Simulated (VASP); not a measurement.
Crystal: Mg2C.

```
C Mg
1.0
     0.00000    2.73751    2.71184
     2.73751    0.00000    2.71184
     2.73751    2.73751    0.00000
C Mg
1 2
Direct
  0.00000 0.00000 0.00000
  0.25000 0.25000 0.25000
  0.75000 0.75000 0.75000
```

This cell differs from its parent crystal: epitaxial xy strain +1.0%.

Base run:

* Program: VASP 6.6.1
* Functional: HSE06
* Potentials or basis: VASP PAW PBE potentials, release 64 (C, Mg)
* Cutoff: 520 eV
* k mesh: 6 × 6 × 6
* Occupations: gaussian, width 0.01 eV
* Spin: no spin polarisation

Its results: band gap on the k mesh 1.33 eV (least direct gap 2.13 eV); pressure -2.5 GPa.

Q: The run is repeated on the same cell with these changes: functional from HSE06 to r2SCAN; cutoff from 520 eV to 660 eV; k mesh from 6 × 6 × 6 to 8 × 8 × 8. What comes out?

A: Band gap on the k mesh 1.06 eV (least direct gap 1.79 eV); pressure -2.4 GPa.

Several settings changed at once.

Caveats: the structure was generated, so it needn't be the stable form of Mg2C; the PAW data sets were made with another functional, which shifts forces and pressure a little.

A k mesh can miss the band edges.
